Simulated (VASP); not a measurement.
Write the native input for VASP 6.6.1 that does the following.

```yaml
Task: G0W0 quasiparticle levels
Functional: PBE
Potentials_or_basis: VASP PAW PBE potentials, release 64 (C_GW, O_GW)
Cutoff: 500 eV
k_mesh: 6 × 6 × 6
Occupations: gaussian, width 0.01 eV
Spin: no spin polarisation
Dipole_correction: no
GW_scheme: G0W0
GW_iterations: 1
Cutoff_of_the_response_function: 120
Frequency_points: 48
Empty_bands: 135
Further_INCAR_settings: ALGO = EVGW0; EDIFF = 1e-08; NBANDS = 151
```

Crystal: CO2.

```
C O
1.0
    -1.95481    1.95481    2.96733
     1.95481   -1.95481    2.96733
     1.95481    1.95481   -2.96733
C O
2 4
Direct
  0.00000 0.00000 0.00000
  0.75000 0.25000 0.50000
  0.37500 0.29235 0.41735
  0.70765 0.12500 0.08265
  0.87500 0.95765 0.58265
  0.04235 0.62500 0.91735
```

These files were run (other wordings do the same):

POSCAR

```
CO2
1.0
   -1.9548127339      1.9548127339      2.9673314715
    1.9548127339     -1.9548127339      2.9673314715
    1.9548127339      1.9548127339     -2.9673314715
C O
2 4
Direct
    0.0000000000      0.0000000000      0.0000000000
    0.7500000000      0.2500000000      0.5000000000
    0.3750000000      0.2923507855      0.4173507855
    0.7076492145      0.1250000000      0.0826492145
    0.8750000000      0.9576492145      0.5826492145
    0.0423507855      0.6250000000      0.9173507855
```

INCAR.step1

```
SYSTEM = CO2
ALGO = Normal ; EDIFF = 1E-8
ENCUT = 500 ; GGA = PE
ISMEAR = 0 ; LASPH = .TRUE.
LCHARG = .FALSE. ; LREAL = .FALSE.
LWAVE = .TRUE. ; NELM = 100
PREC = Accurate ; SIGMA = 0.01
```

INCAR.step2

```
SYSTEM = CO2
ALGO = Exact ; EDIFF = 1E-8
ENCUT = 500 ; GGA = PE
ISMEAR = 0 ; ISTART = 1
LASPH = .TRUE. ; LCHARG = .FALSE.
LOPTICS = .TRUE. ; LREAL = .FALSE.
LWAVE = .TRUE. ; NBANDS = 151
NELM = 1 ; PREC = Accurate
SIGMA = 0.01
```

INCAR.step3

```
SYSTEM = CO2
ALGO = EVGW0 ; EDIFF = 1E-8
ENCUT = 500 ; ENCUTGW = 120.0
GGA = PE ; ISMEAR = 0
ISTART = 1 ; LASPH = .TRUE.
LCHARG = .FALSE. ; LREAL = .FALSE.
LWAVE = .FALSE. ; NBANDS = 151
NBANDSGW = 24 ; NELMGW = 1
NOMEGA = 48 ; PREC = Accurate
PRECFOCK = Fast ; SIGMA = 0.01
```

KPOINTS

```
k-points
0
G
  6 6 6
  0 0 0
```

Potentials or basis: VASP PAW PBE potentials, release 64 (C_GW, O_GW).

The run is started by

```bash
$ cat potpaw_PBE.64/C_GW/POTCAR potpaw_PBE.64/O_GW/POTCAR > POTCAR
$ cp INCAR.step1 INCAR
$ mpirun -np 1 vasp_std > vasp.out
$ cp INCAR.step2 INCAR
$ mpirun -np 1 vasp_std > vasp.out
$ cp INCAR.step3 INCAR
$ mpirun -np 1 vasp_std > vasp.out
```

Results of the run:

| Item | Value |
| --- | --- |
| Quasiparticle gap | 10.63 eV |
| Least direct quasiparticle gap | 10.92 eV |
| Band gap of the starting levels on the mesh | 7.75 eV |
| Least direct gap of the starting levels on the mesh | 8.18 eV |

Caveat: bands, screening cutoff and mesh are small and nothing is extrapolated, so the quasiparticle values aren't converged.

Wall time 78 min on 1 thread of Intel(R) Xeon(R) Platinum 8259CL CPU @ 2.50GHz (Skylake/Cascade Lake), on a shared host, peak memory 1.1 GiB.
